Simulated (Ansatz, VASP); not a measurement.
**Two plane-wave programs on ZrS**

Contents of POSCAR:

```
ZrS
1.0
    0.0000000000      2.5340905666      2.6908384368
    2.5340905666      0.0000000000      2.6908384368
    2.5340905666      2.5340905666      0.0000000000
Zr S
1 1
Direct
    0.0000000000      0.0000000000      0.0000000000
    0.5000000000      0.5000000000      0.5000000000
```

Contents of INCAR.step1:

```
SYSTEM = ZrS
  PREC = Accurate
  ENCUT = 520
  ISMEAR = 0
  SIGMA = 0.15
  LREAL = .False.
  LASPH = .True.
  NELM = 100
  NBANDS = 16
  GGA = PE
  ALGO = Normal
  EDIFF = 1E-4
  LWAVE = .True.
  LCHARG = .False.
```

File INCAR.step2:

```
SYSTEM = ZrS
  PREC = Accurate
  ENCUT = 520
  EDIFF = 1E-6
  ISMEAR = 0
  SIGMA = 0.15
  LREAL = .False.
  LASPH = .True.
  NELM = 100
  ALGO = Normal
  ISIF = 2
  LWAVE = .False.
  LCHARG = .False.
  METAGGA = R2SCAN
  LMIXTAU = .True.
  NBANDS = 16
  ISTART = 1
```

File KPOINTS:

```
Automatic mesh
0
Gamma
  20 20 20
  0 0 0
```

Input for Ansatz:

```yaml
crystal:
  lattice:
    - [0.0, 2.5340905666, 2.6908384368]
    - [2.5340905666, 0.0, 2.6908384368]
    - [2.5340905666, 2.5340905666, 0.0]
  atoms:
    - { symbol: Zr, position: [0.0, 0.0, 0.0] }
    - { symbol: S, position: [0.5, 0.5, 0.5] }
basis:
  ecutwfc: 500
kpoints:
  mp_grid: { grid: [20, 20, 20] }
hamiltonian:
  xc: r2scan
scf:
  occupations: { method: gaussian, width: 0.15 }
output:
  forces: true
  stress: true
  eigenvalues: true
  write_density: true
  write_potential: true
  elf: true
  volumetric_format: npy
```

Change from the starting cell: strain -0.030 along x and y, +0.030 along z, atoms carried along.

Alike in both runs: task single point; functional r2SCAN; k mesh 20 × 20 × 20; occupations gaussian, width 0.15 eV; no spin polarisation.

|  | VASP | Ansatz |
| --- | --- | --- |
| version | VASP 6.6.1 | Ansatz 0.2.0 |
| potentials or method | VASP PAW PBE potentials, release 64 (Zr_sv, S), cutoff 520 eV | scalar-relativistic, plane waves, PAW |
| valence electrons in the cell | 18 | 18 |

```tsv
	VASP	Ansatz	Ansatz less VASP
gap on the k mesh at the Fermi level (eV)	none	none	-
pressure (GPa)	6.0	6.0	0.00
traceless stress, the component that is largest in VASP (GPa)	-11.69	-11.67	+0.018
```

VASP's potentials were made for PBE, not for r2SCAN. A gap of «none» marks a metal or a gap that the smearing closes.
